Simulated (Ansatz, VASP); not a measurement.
# Two plane-wave programs on MnO

The input INCAR:

```
SYSTEM = MnO
ALGO = Normal ; EDIFF = 1E-7
ENCUT = 520 ; ISIF = 2
ISMEAR = -1 ; ISPIN = 2
LASPH = .TRUE. ; LCHARG = .FALSE.
LMAXMIX = 4 ; LORBIT = 11
LREAL = .FALSE. ; LWAVE = .FALSE.
MAGMOM = 4 0 ; NBANDS = 20
NELM = 150 ; PREC = Accurate
SIGMA = 0.05
```

Contents of KPOINTS:

```
k-points
0
G
  10 10 10
  0 0 0
```

The input POSCAR:

```
MnO
1.0
    0.0000000000      2.2239077028      2.2239077028
    2.2239077028      0.0000000000      2.2239077028
    2.2239077028      2.2239077028      0.0000000000
Mn O
1 1
Direct
    0.0000000000      0.0000000000      0.0000000000
    0.5000000000      0.5000000000      0.5000000000
```

Contents of input.yaml:

```yaml
crystal:
  lattice:
    - [0.0, 2.2239077028, 2.2239077028]
    - [2.2239077028, 0.0, 2.2239077028]
    - [2.2239077028, 2.2239077028, 0.0]
  atoms:
    - { symbol: Mn, position: [0.0, 0.0, 0.0], spin: 4.0 }
    - { symbol: O, position: [0.5, 0.5, 0.5] }
hamiltonian:
  xc: lda
  pseudopotentials: { kind: paw }
magnetization:
  spin_polarized: true
kpoints:
  mp_grid: { grid: [10, 10, 10] }
  band_path:
    path:
      - [[0.0, 0.0, 0.0], [0.5, 0.0, 0.5], [0.5, 0.25, 0.75], [0.375, 0.375, 0.75], [0.0, 0.0, 0.0], [0.5, 0.5, 0.5], [0.625, 0.25, 0.625], [0.5, 0.25, 0.75], [0.5, 0.5, 0.5], [0.375, 0.375, 0.75]]
      - [[0.625, 0.25, 0.625], [0.5, 0.0, 0.5]]
    npoints: 14
scf:
  occupations: { method: fermi_dirac, width: 0.05 }
  n_extra_bands: 6
output:
  forces: true
  stress: true
  eigenvalues: true
  fatbands: true
```

Alike in both runs: functional LDA; k mesh 10 × 10 × 10; occupations fermi-dirac, width 0.05 eV; collinear spin.

|  | VASP | Ansatz |
| --- | --- | --- |
| version | VASP 6.6.1 | Ansatz 0.2.0 |
| potentials or method | VASP PAW LDA potentials, release 64 (Mn_pv, O) | Ansatz PAW |
| plane-wave cutoff (eV) | 520 | 420 |
| valence electrons in the cell | 19 | 21 |
| task | single point | band structure |

```tsv
	VASP	Ansatz	Ansatz less VASP
gap on the k mesh at the Fermi level (eV)	none	none	-
pressure (GPa)	-17.7	-16.5	+1.18
net moment per atom (μB)	2.26	2.30	+0.039
size of the moment on the site where the two differ most (μB)	4.11	3.91	-0.204
```

LDA's correlation is that of Perdew and Zunger in VASP and of Perdew and Wang (1992) in Ansatz. Site moments also hang on the region over which each program counts them. A gap of «none» marks a metal or a gap that the smearing closes. VASP's potentials hold 19 valence electrons a cell and Ansatz's 21, so a difference there can come from the potentials and not from the codes.
